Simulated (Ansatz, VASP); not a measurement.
**Two plane-wave programs on H**

```
H
1.0
     3.89274    0.00000    0.00000
    -1.94637    3.37121    0.00000
     0.00000    0.00000    4.91117
H
4
Direct
  0.33333 0.66667 0.17650
  0.66667 0.33333 0.67650
  0.66667 0.33333 0.82350
  0.33333 0.66667 0.32350
```

Alike in both runs: task single point; functional PBE; k mesh 9 × 9 × 6; occupations gaussian, width 0.05 eV; no spin polarisation.

|  | VASP | Ansatz |
| --- | --- | --- |
| version | VASP 6.6.1 | Ansatz 0.2.0 |
| potentials or method | VASP PAW PBE potentials, release 64 (H), cutoff 520 eV | scalar-relativistic, plane waves, PAW |
| valence electrons in the cell | 4 | 4 |

|  | VASP | Ansatz | Ansatz less VASP |
| --- | --- | --- | --- |
| gap on the k mesh at the Fermi level (eV) | 9.79 | 9.79 | -0.002 |
| least direct gap on the mesh (eV) | 9.79 | 9.79 | -0.002 |
| pressure (GPa) | 1.2 | 1.3 | +0.17 |
| traceless stress, the component that is largest in VASP (GPa) | 2.55 | 2.61 | +0.064 |
| rms of the force components (eV/Å) | 0.618 | 0.627 | +0.0086 |

Atom by atom the forces differ by 0.009 eV/Å (rms over components). The functional is the same, so the differences come from potentials, cutoffs and numerics.
